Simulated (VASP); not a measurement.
# AlN (F-43m) in VASP: further runs

The runs below take AlN through single point, with LDA.

Everything below comes from runs of VASP 6.6.1. Logs are shortened: lines on timing, memory, paths and dates and some standing lists are left out, and cuts for length are marked.

## Step 1: The cell of the first run

It takes space group F-43m (No. 216, cubic). Conventional cell: a = 4.339 Å, b = 4.339 Å, c = 4.339 Å, α = 90.00°, β = 90.00°, γ = 90.00°. Within 2.5 Å of Al (site symmetry -43m) lie 4 N at 1.88 Å. Within 2.5 Å of N (site symmetry -43m) lie 4 Al at 1.88 Å.

## Step 2: Single point, LDA

Contents of INCAR:

```
SYSTEM = AlN
ALGO = Normal
EDIFF = 1E-6
ENCUT = 520
GGA = CA
ISIF = 2
ISMEAR = -1
LASPH = .TRUE.
LCHARG = .FALSE.
LREAL = .FALSE.
LWAVE = .FALSE.
NBANDS = 11
NELM = 80
PREC = Accurate
SIGMA = 0.02
```

Contents of KPOINTS:

```
k-points
0
G
  8 8 8
  0 0 0
```

Contents of POSCAR:

```
AlN
1.0
    0.0000000000      2.1693319073      2.1693319073
    2.1693319073      0.0000000000      2.1693319073
    2.1693319073      2.1693319073      0.0000000000
Al N
1 1
Direct
    0.0000000000      0.0000000000      0.0000000000
    0.7500000000      0.7500000000      0.7500000000
```

Potentials or basis: VASP PAW LDA potentials, release 64 (Al, N).

Command:

```
> cat potpaw_LDA.64/Al/POTCAR potpaw_LDA.64/N/POTCAR > POTCAR
> mpirun -np 1 vasp_std > vasp.out
```

OUTCAR:

```text
SYSTEM = AlN
   EDIFF = 1E-6
   ENCUT = 520
   GGA = CA
   ISIF = 2
   ISMEAR = -1
   LASPH = .TRUE.
   LREAL = .FALSE.
   NELM = 80
   PREC = Accurate

 ion  position               nearest neighbor table
   1  0.000  0.000  0.000-   2 1.88   2 1.88   2 1.88   2 1.88
   2  0.750  0.750  0.750-   1 1.88   1 1.88   1 1.88   1 1.88

  LATTYP: Found a face centered cubic cell.
 ALAT       =     4.3386638146

  Lattice vectors:

 A1 = (   0.0000000000,   2.1693319073,   2.1693319073)
 A2 = (   2.1693319073,   0.0000000000,   2.1693319073)
 A3 = (   2.1693319073,   2.1693319073,   0.0000000000)

Analysis of symmetry for initial positions (statically):
=====================================================================
 Subroutine PRICEL returns:
 Original cell was already a primitive cell.

 Routine SETGRP: Setting up the symmetry group for a
 face centered cubic supercell.

 Subroutine GETGRP returns: Found 24 space group operations
 (whereof 24 operations were pure point group operations)
 out of a pool of 48 trial point group operations.

The static configuration has the point symmetry T_d .

Analysis of symmetry for dynamics (positions and initial velocities):
=====================================================================
 Subroutine PRICEL returns:
 Original cell was already a primitive cell.

 Routine SETGRP: Setting up the symmetry group for a
 face centered cubic supercell.

 Subroutine GETGRP returns: Found 24 space group operations
 (whereof 24 operations were pure point group operations)
 out of a pool of 48 trial point group operations.

The dynamic configuration has the point symmetry T_d .

 Subroutine INISYM returns: Found 24 space group operations
 (whereof 24 operations are pure point group operations),
 and found     1 'primitive' translations

----------------------------------------------------------------------------------------

                                     Primitive cell

  volume of cell :      20.4178

  direct lattice vectors                    reciprocal lattice vectors
     0.000000000  2.169331907  2.169331907    -0.230485708  0.230485708  0.230485708
     2.169331907  0.000000000  2.169331907     0.230485708 -0.230485708  0.230485708
     2.169331907  2.169331907  0.000000000     0.230485708  0.230485708 -0.230485708

  length of vectors
     3.067898605  3.067898605  3.067898605     0.399212956  0.399212956  0.399212956

  position of ions in fractional coordinates (direct lattice)
     0.000000000  0.000000000  0.000000000
     0.750000000  0.750000000  0.750000000

  ion indices of the primitive-cell ions
   primitive index   ion index
                 1           1
                 2           2

----------------------------------------------------------------------------------------

 KPOINTS: k-points

Automatic generation of k-mesh.
 Grid dimensions read from file:
 generate k-points for:    8    8    8

 Generating k-lattice:

  Cartesian coordinates                     Fractional coordinates (reciprocal lattice)
    -0.028810713  0.028810713  0.028810713     0.125000000  0.000000000  0.000000000
     0.028810713 -0.028810713  0.028810713     0.000000000  0.125000000  0.000000000
     0.028810713  0.028810713 -0.028810713     0.000000000  0.000000000  0.125000000

  Length of vectors
     0.049901620  0.049901620  0.049901620

  Shift w.r.t. Gamma in fractional coordinates (k-lattice)
     0.000000000  0.000000000  0.000000000

 Subroutine IBZKPT returns following result:
 ===========================================

 Found     29 irreducible k-points:

 Following reciprocal coordinates:
            Coordinates               Weight
  0.000000  0.000000  0.000000      1.000000
  0.125000  0.000000  0.000000      8.000000
  0.250000  0.000000  0.000000      8.000000
  0.375000  0.000000  0.000000      8.000000
  0.500000  0.000000  0.000000      4.000000
  0.125000  0.125000  0.000000      6.000000
[... 16 lines left out ...]
  0.500000  0.250000  0.125000     48.000000
 -0.375000  0.250000  0.125000     24.000000
 [... further k-points ...]
   k-points           NKPTS =     29   k-points in BZ     NKDIM =     29   number of bands    NBANDS=     11
   number of dos      NEDOS =    301   number of ions     NIONS =      2
   total plane-waves  NPLWV =  13824
   dimension x,y,z NGX =    24 NGY =   24 NGZ =   24
   dimension x,y,z NGXF=    48 NGYF=   48 NGZF=   48
   ions per type =               1   1
   NGX,Y,Z   is equivalent  to a cutoff of  13.01, 13.01, 13.01 a.u.
   NGXF,Y,Z  is equivalent  to a cutoff of  26.01, 26.01, 26.01 a.u.
 SYSTEM =  AlN
   PREC   = accura    normal or accurate (medium, high low for compatibility)
   ISTART =      0    job   : 0-new  1-cont  2-samecut
   ICHARG =      2    charge: 1-file 2-atom 10-const
   ISPIN  =      1    spin polarized calculation?
   LNONCOLLINEAR =      F non collinear calculations
   LSORBIT =      F    spin-orbit coupling
   LASPH  =      T    aspherical Exc in radial PAW
   ENCUT  =  520.0 eV  38.22 Ry    6.18 a.u.   5.70  5.70  5.70*2*pi/ulx,y,z
   NELM   =     80;   NELMIN=  2; NELMDL= -5     # of ELM steps
   EDIFF  = 0.1E-05   stopping-criterion for ELM
   LREAL  =      F    real-space projection
   EDIFFG = 0.1E-04   stopping-criterion for IOM
   NSW    =      0    number of steps for IOM
   IBRION =     -1    ionic relax: 0-MD 1-quasi-New 2-CG
   NFREE  =      0    steps in history (QN), initial steepest desc. (CG)
   ISIF   =      2    stress and relaxation
   ISYM   =      2    0-nonsym 1-usesym 2-fastsym
   POTIM  = 0.5000    time-step for ionic-motion
   TEBEG  =    0.0;   TEEND  =   0.0 temperature during run
   PSTRESS=    0.0 pullay stress
   NELECT =       8.0000    total number of electrons
   NUPDOWN=      -1.0000    fix difference up-down
   EMIN   =  10.00;   EMAX   =-10.00  energy-range for DOS
   EFERMI =   0.00;   METHOD = LEGACY
   ISMEAR =    -1;   SIGMA  =   0.02  broadening in eV -4-tet -1-fermi 0-gaus
   EFERMI_NEDOS =   21; number of points for ismear=-14 and -15
   IALGO  =     38    algorithm
   IMIX   =      4    mixing-type and parameters
     AMIX     =   0.40;   BMIX     =  1.00
     AMIX_MAG =   1.60;   BMIX_MAG =  1.00
  volume/ion in A,a.u.               =      10.21        68.89
  Fermi-wavevector in a.u.,A,eV,Ry     =   1.197941  2.263781 19.525218  1.435063
  Thomas-Fermi vector in A             =   2.333843
   LORBIT       =      0    0 simple, 1 ext, 2 COOP (PROOUT), +10 PAW based schemes
   GGA     = CA    functional components
   LHFCALC =     F    Hartree Fock is set to
   AEXX    =    0.0000 exact exchange contribution
   IVDW    =     0    specifies the selected vdW correction
   LEPSILON=     F    determine dielectric tensor
   LRPA    =     F    only Hartree local field effects (RPA)
 non-spin polarized calculation
  energy-cutoff  :      520.00
  volume of cell :       20.42
 maximum number of plane-waves:       568
   NGX = 11   NGY = 11   NGZ = 11

 number of electron       8.0000000 magnetization

 Free energy of the ion-electron system (eV)
  ---------------------------------------------------
  ext. energy  EPLUGINS =         0.00000000
  ---------------------------------------------------
  free energy    TOTEN  =       -16.37501566 eV

  energy without entropy =      -16.37501566  energy(sigma->0) =      -16.37501566

 E-fermi :   6.3228     XC(G=0): -11.3545

 val. band max:        5.9011798794   @ k =   0.0000   0.0000   0.0000
 cond. band min:       9.1326156060   @ k =   0.5000   0.5000   0.0000
 fundamental gap:      3.2314357265
 Fermi energy:         6.3227875447

 k-point     1 :       0.0000    0.0000    0.0000
  band No.  band energies     occupation
      1      -9.0409      2.00000
      2       5.9012      2.00000
      3       5.9012      2.00000
      4       5.9012      2.00000
      5      10.3171      0.00000
      6      18.4337      0.00000
      7      18.4337      0.00000
      8      18.4337      0.00000
      9      23.5848      0.00000
     10      23.5848      0.00000
     11      25.0089      0.00000

 k-point     2 :       0.1250    0.0000    0.0000
  band No.  band energies     occupation
      1      -8.8033      2.00000
      2       4.7246      2.00000
      3       5.8212      2.00000
      4       5.8212      2.00000
      5      11.2281      0.00000
      6      17.8703      0.00000
      7      18.6078      0.00000
      8      18.6078      0.00000
      9      22.0312      0.00000
     10      22.0312      0.00000
     11      23.9472      0.00000

 k-point     3 :       0.2500    0.0000    0.0000
  band No.  band energies     occupation
      1      -8.1474      2.00000
      2       2.6071      2.00000
      3       5.6413      2.00000
      4       5.6413      2.00000
      5      12.5004      0.00000
      6      16.8778      0.00000
      7      18.1893      0.00000
      8      18.1893      0.00000
      9      22.1628      0.00000
     10      22.1628      0.00000
     11      23.1606      0.00000

 k-point     4 :       0.3750    0.0000    0.0000
  band No.  band energies     occupation
      1      -7.3059      2.00000
      2       0.7220      2.00000
      3       5.4776      2.00000
      4       5.4776      2.00000
      5      13.1748      0.00000
      6      16.1095      0.00000
      7      17.3326      0.00000
      8      17.3326      0.00000
      9      23.4619      0.00000
     10      24.2066      0.00000
     11      24.2066      0.00000
[... 239 lines left out ...]
 k-point    22 :       0.3750    0.2500    0.1250
  band No.  band energies     occupation
      1      -7.6170      2.00000
      2       2.3039      2.00000
      3       4.3848      2.00000
      4       5.2872      2.00000
      5      12.7611      0.00000
      6      16.4561      0.00000
      7      16.7311      0.00000
      8      19.1645      0.00000
      9      20.5397      0.00000
     10      25.0207      0.00000
     11      27.6011      0.00000

 k-point    23 :       0.5000    0.2500    0.1250
  band No.  band energies     occupation
      1      -6.8869      2.00000
      2       1.1913      2.00000
      3       3.7828      2.00000
      4       4.9489      2.00000
      5      12.9286      0.00000
      6      15.5764      0.00000
      7      17.4561      0.00000
      8      18.7688      0.00000
      9      21.9358      0.00000
     10      25.5529      0.00000
     11      27.7508      0.00000

 k-point    24 :      -0.3750    0.2500    0.1250
  band No.  band energies     occupation
      1      -6.5177      2.00000
      2       0.6352      2.00000
      3       3.6297      2.00000
      4       4.7561      2.00000
      5      12.9595      0.00000
      6      15.2022      0.00000
      7      18.0893      0.00000
      8      18.5803      0.00000
      9      23.0888      0.00000
     10      24.6786      0.00000
     11      28.0021      0.00000

 [... further k-points ...]
[... 5 lines left out ...]
  --------------------------------------------------------------------------------------
  -------------------------------------------------------------------------------------
  Total        0.1487883      0.1487883      0.1487883      0.0000000     -0.0000000      0.0000000
  in kB       11.6753928     11.6753928     11.6753928      0.0000000     -0.0000000      0.0000000
  external PRESSURE =      11.6753928 kB  Pullay stress =       0.0000000 kB

 VOLUME and BASIS-vectors are now :
 -----------------------------------------------------------------------------
  energy-cutoff  :      520.00
  volume of cell :       20.42
      direct lattice vectors                 reciprocal lattice vectors
     0.000000000  2.169331907  2.169331907    -0.230485708  0.230485708  0.230485708
     2.169331907  0.000000000  2.169331907     0.230485708 -0.230485708  0.230485708
     2.169331907  2.169331907  0.000000000     0.230485708  0.230485708 -0.230485708

 POSITION                                       TOTAL-FORCE (eV/Angst)
 -----------------------------------------------------------------------------------
      0.00000      0.00000      0.00000        -0.000000     -0.000000     -0.000000
      3.25400      3.25400      3.25400         0.000000      0.000000      0.000000
 -----------------------------------------------------------------------------------
    total drift:                                0.000000      0.000000      0.000000

  FREE ENERGIE OF THE ION-ELECTRON SYSTEM (eV)
  ---------------------------------------------------
  free  energy   TOTEN  =       -16.3750156608 eV

  energy  without entropy=      -16.3750156608  energy(sigma->0) =      -16.37501566
```

Run time: 3.2 s. Hardware: 1 thread of AMD EPYC 9R45 (Zen 5), shared host; peak memory 0.09 GiB.

Results:

```
Free energy            : -16.3750 eV
Pressure               : 1.2 GPa
Band gap on the k mesh : 3.23 eV, indirect (least direct gap 4.42 eV)
```

## Step 3: Single point, LDA

This run uses another cell than the first one, of 10.42 Å³/atom, 1.020 times its volume.

Contents of INCAR:

```
SYSTEM = AlN
PREC = Accurate
ENCUT = 520
EDIFF = 1E-6
ISMEAR = -1
SIGMA = 0.02
LREAL = .FALSE.
LASPH = .TRUE.
NELM = 60
ALGO = Normal
ISIF = 2
LWAVE = .FALSE.
LCHARG = .TRUE.
GGA = CA
LELF = .TRUE.
LVHAR = .TRUE.
NBANDS = 11
```

Contents of KPOINTS:

```
regular mesh
0
G
  8 8 8
  0 0 0
```

Contents of POSCAR:

```
AlN
1.0
    0.0000000000      2.1839900000      2.1839900000
    2.1839900000      0.0000000000      2.1839900000
    2.1839900000      2.1839900000      0.0000000000
Al N
1 1
Direct
    0.0000000000      0.0000000000      0.0000000000
    0.7500000000      0.7500000000      0.7500000000
```

Potentials or basis: VASP PAW LDA potentials, release 64 (Al, N).

Command:

```
> cat potpaw_LDA.64/Al/POTCAR potpaw_LDA.64/N/POTCAR > POTCAR
> mpirun -np 1 vasp_std > vasp.out
```

It took 3.5 s on 1 thread of AMD EPYC 9R45 (Zen 5), shared host; peak memory 0.09 GiB.

It converged, with:

```yaml
Free_energy: -16.3728 eV
Pressure: -3.0 GPa
Band_gap_on_the_k_mesh: 3.22 eV, indirect (least direct gap 4.23 eV)
```

Levels at points of the mesh, in eV from the valence-band top:
```csv
k point,band 2,band 3,band 4,band 5,band 6,band 7
"(0.00, 0.00, 0.00)",0.00,0.00,0.00,4.23,12.33,12.33
"(0.50, 0.00, 0.00)",-5.91,-0.49,-0.49,7.27,9.77,10.96
"(0.50, 0.50, 0.00)",-4.96,-1.79,-1.79,3.22,8.41,13.75
```

## Step 4: Single point, LDA

This run uses another cell than the first one, of 10.63 Å³/atom, 1.041 times its volume.

Contents of INCAR:

```
SYSTEM = AlN
PREC = Accurate
ENCUT = 520
EDIFF = 1E-6
ISMEAR = -1
SIGMA = 0.02
LREAL = .False.
LASPH = .True.
NELM = 80
ALGO = Normal
ISIF = 2
LWAVE = .False.
LCHARG = .True.
LELF = .True.
LVHAR = .True.
NBANDS = 11
```

Contents of KPOINTS:

```
regular mesh
0
Gamma
  8 8 8
  0 0 0
```

Contents of POSCAR:

```
AlN
1.0
    0.0000000000      2.1984539315      2.1984539315
    2.1984539315      0.0000000000      2.1984539315
    2.1984539315      2.1984539315      0.0000000000
Al N
1 1
Direct
    0.0000000000      0.0000000000      0.0000000000
    0.7500000000      0.7500000000      0.7500000000
```

Command:

```
> cat potpaw_LDA.64/Al/POTCAR potpaw_LDA.64/N/POTCAR > POTCAR
> mpirun -np 1 vasp_std > vasp.out
```

Run time: 3.6 s. Hardware: 1 thread of AMD EPYC 9R45 (Zen 5), shared host; peak memory 0.09 GiB.

Results (log left out):

- Free energy: -16.3601 eV
- Pressure: -6.8 GPa
- Band gap on the k mesh: 3.21 eV, indirect (least direct gap 4.06 eV)

Levels at points of the mesh, in eV from the valence-band top:
```csv
k point,band 1,band 2,band 3,band 4,band 5,band 6,band 7,band 8
"(0.00, 0.00, 0.00)",-14.71,0.00,0.00,0.00,4.06,12.14,12.14,12.14
"(0.50, 0.00, 0.00)",-12.65,-5.83,-0.48,-0.48,7.09,9.63,10.84,10.84
"(0.50, 0.50, 0.00)",-12.01,-4.90,-1.77,-1.77,3.21,8.29,13.49,15.25
```

A k mesh can miss the band edges. LDA gaps usually lie below the measured ones, often by a third to a half.

## Step 5: Single point, LDA

This run uses another cell than the first one, of 10.83 Å³/atom, 1.061 times its volume.

Contents of INCAR:

```
SYSTEM = AlN
PREC = Accurate
ENCUT = 520
EDIFF = 1E-7
ISMEAR = -1
SIGMA = 0.02
LREAL = .FALSE.
LASPH = .TRUE.
NELM = 80
ALGO = Normal
ISIF = 2
LWAVE = .FALSE.
LCHARG = .TRUE.
LELF = .TRUE.
LVHAR = .TRUE.
NBANDS = 11
```

Contents of KPOINTS:

```
Automatic mesh
0
G
  8 8 8
  0 0 0
```

Contents of POSCAR:

```
AlN
1.0
    0.0000000000      2.2127300063      2.2127300063
    2.2127300063      0.0000000000      2.2127300063
    2.2127300063      2.2127300063      0.0000000000
Al N
1 1
Direct
    0.0000000000      0.0000000000      0.0000000000
    0.7500000000      0.7500000000      0.7500000000
```

Command:

```
> cat potpaw_LDA.64/Al/POTCAR potpaw_LDA.64/N/POTCAR > POTCAR
> mpirun -np 1 vasp_std > vasp.out
```

It took 3.6 s on 1 thread of AMD EPYC 9R45 (Zen 5), shared host; peak memory 0.09 GiB.

It converged, with:

```
Free energy            : -16.3381 eV
Pressure               : -10.3 GPa
Band gap on the k mesh : 3.20 eV, indirect (least direct gap 3.89 eV)
```

Levels at points of the mesh, in eV from the valence-band top:
```
           k point  band 1  band 2  band 3  band 4  band 5  band 6  band 7  band 8  band 9
(0.00, 0.00, 0.00)  -14.60    0.00    0.00    0.00    3.89   11.96   11.96   11.96   17.22
(0.50, 0.00, 0.00)  -12.59   -5.75   -0.48   -0.48    6.92    9.50   10.72   10.72   17.24
(0.50, 0.50, 0.00)  -11.97   -4.84   -1.75   -1.75    3.20    8.17   13.24   15.01   15.01
```

## Step 6: Single point, LDA

This run uses another cell than the first one, of 11.04 Å³/atom, 1.082 times its volume.

Contents of INCAR:

```
SYSTEM = AlN
PREC = Accurate
ENCUT = 520
EDIFF = 1E-6
ISMEAR = -1
SIGMA = 0.02
LREAL = .False.
LASPH = .True.
NELM = 100
ALGO = Normal
ISIF = 2
LWAVE = .False.
LCHARG = .True.
LELF = .True.
LVHAR = .True.
NBANDS = 11
```

Contents of KPOINTS:

```
regular mesh
0
Gamma
  8 8 8
  0 0 0
```

Contents of POSCAR:

```
AlN
1.0
    0.0000000000      2.2268242080      2.2268242080
    2.2268242080      0.0000000000      2.2268242080
    2.2268242080      2.2268242080      0.0000000000
Al N
1 1
Direct
    0.0000000000      0.0000000000      0.0000000000
    0.7500000000      0.7500000000      0.7500000000
```

Potentials or basis: VASP PAW LDA potentials, release 64 (Al, N).

Command:

```
> cat potpaw_LDA.64/Al/POTCAR potpaw_LDA.64/N/POTCAR > POTCAR
> mpirun -np 1 vasp_std > vasp.out
```

Run time: 3.6 s. Hardware: 1 thread of AMD EPYC 9R45 (Zen 5), shared host; peak memory 0.09 GiB.

Results (log left out):

```
Free energy            : -16.3075 eV
Pressure               : -13.4 GPa
Band gap on the k mesh : 3.19 eV, indirect (least direct gap 3.73 eV)
```

Levels at points of the mesh, in eV from the valence-band top:
```tsv
k point	band 1	band 2	band 3	band 4	band 5	band 6	band 7	band 8	band 9
(0.00, 0.00, 0.00)	-14.49	0.00	0.00	0.00	3.73	11.78	11.78	11.78	17.07
(0.50, 0.00, 0.00)	-12.54	-5.67	-0.48	-0.48	6.75	9.37	10.61	10.61	17.00
(0.50, 0.50, 0.00)	-11.93	-4.78	-1.73	-1.73	3.19	8.06	13.00	14.79	14.79
```

A k mesh can miss the band edges.

## Step 7: Overview

| cell | gap on the mesh (eV) | pressure (GPa) |
| --- | --- | --- |
| a = 3.068 Å, angles 60.0°, 2 atoms | 3.23 | 1.2 |
| a = 3.089 Å, angles 60.0°, 2 atoms | 3.22 | -3.0 |
| a = 3.109 Å, angles 60.0°, 2 atoms | 3.21 | -6.8 |
| a = 3.129 Å, angles 60.0°, 2 atoms | 3.20 | -10.3 |
| a = 3.149 Å, angles 60.0°, 2 atoms | 3.19 | -13.4 |

Alike in all rows: task single point; level LDA; potentials or basis VASP PAW LDA potentials, release 64 (Al, N); no spin polarisation; k mesh 8 × 8 × 8; cutoff (eV) 520; smearing fermi-dirac 0.02 eV.

Absolute energies hang on the potentials; compare differences alone.
